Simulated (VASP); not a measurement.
Write the native input for VASP 6.6.1 that does the following.

- Task: single point
- Functional: r2SCAN
- Potentials or basis: VASP PAW PBE potentials, release 64 (Bi_d, Te)
- Cutoff: 520 eV
- k mesh: 9 × 9 × 9
- Occupations: fermi-dirac, width 0.1 eV
- Spin: no spin polarisation
- Dipole correction: no
- Further INCAR settings: ALGO = Normal; EDIFF = 1e-07; NBANDS = 18

The system is BiTe.

```
Bi Te
1.0
     0.00000    3.23745    3.23745
     3.23745    0.00000    3.23745
     3.23745    3.23745    0.00000
Bi Te
1 1
Direct
  0.00000 0.00000 0.00000
  0.50000 0.50000 0.50000
```

One way to write it, as run:

POSCAR

```
BiTe
1.0
    0.0000000000      3.2374487832      3.2374487832
    3.2374487832      0.0000000000      3.2374487832
    3.2374487832      3.2374487832      0.0000000000
Bi Te
1 1
Direct
    0.0000000000      0.0000000000      0.0000000000
    0.5000000000      0.5000000000      0.5000000000
```

INCAR.step1

```
SYSTEM = BiTe
  PREC = Accurate
  ENCUT = 520
  ISMEAR = -1
  SIGMA = 0.1
  LREAL = .FALSE.
  LASPH = .TRUE.
  NELM = 100
  NBANDS = 18
  GGA = PE
  ALGO = Normal
  EDIFF = 1E-4
  LWAVE = .TRUE.
  LCHARG = .FALSE.
```

INCAR.step2

```
SYSTEM = BiTe
  PREC = Accurate
  ENCUT = 520
  EDIFF = 1E-7
  ISMEAR = -1
  SIGMA = 0.1
  LREAL = .FALSE.
  LASPH = .TRUE.
  NELM = 100
  ALGO = Normal
  ISIF = 2
  LWAVE = .FALSE.
  LCHARG = .FALSE.
  METAGGA = R2SCAN
  LMIXTAU = .TRUE.
  NBANDS = 18
  ISTART = 1
```

KPOINTS

```
Automatic mesh
0
G
  9 9 9
  0 0 0
```

Potentials or basis: VASP PAW PBE potentials, release 64 (Bi_d, Te).

The run is started by

```bash
$ cat potpaw_PBE.64/Bi_d/POTCAR potpaw_PBE.64/Te/POTCAR > POTCAR
$ cp INCAR.step1 INCAR
$ mpirun -np 1 vasp_std > vasp.out
$ cp INCAR.step2 INCAR
$ mpirun -np 1 vasp_std > vasp.out
```

It gave:

| Property | Result |
| --- | --- |
| Pressure | -0.1 GPa |

Caveat: the PAW data sets were made with another functional, which shifts forces and pressure a little.

Wall time 5.8 min on 1 thread of AMD EPYC 7R13 (shared host), peak memory 0.21 GiB.
